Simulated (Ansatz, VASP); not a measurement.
# Two plane-wave programs on Ga3Sb

```
Ga Sb
1.0
     3.87714    0.00000    0.00000
    -1.93857    3.35770    0.00000
     0.00000    0.00000    6.95308
Ga Sb
3 1
Direct
  0.33333 0.66667 0.22399
  0.66667 0.33333 0.77601
  0.00000 0.00000 0.00000
  0.00000 0.00000 0.50000
```

Alike in both runs: functional PBE; k mesh 6 × 6 × 2; occupations gaussian, width 0.1 eV; no spin polarisation.

Ansatz relaxed the structure, and its values are those at the end. VASP's run is a single point on that final structure, the one shown.

|  | VASP | Ansatz |
| --- | --- | --- |
| version | VASP 6.6.1 | Ansatz 0.2.0 |
| potentials or method | VASP PAW PBE potentials, release 64 (Ga_d, Sb), cutoff 520 eV | scalar-relativistic, plane waves, PAW |
| valence electrons in the cell | 44 | 54 |

VASP gave:

| Quantity | Value |
| --- | --- |
| gap on the k mesh at the Fermi level (eV) | none |
| pressure (GPa) | 0.1 |

Estimate Ansatz's values.

gap on the k mesh at the Fermi level (eV): none; pressure (GPa): 0.0.

A gap of «none» marks a metal or a gap that the smearing closes. VASP's potentials hold 44 valence electrons a cell and Ansatz's 54, so a difference there can come from the potentials and not from the codes.

The k mesh is coarse, so the values compare programs but aren't converged. Neither program's run includes spin-orbit coupling.
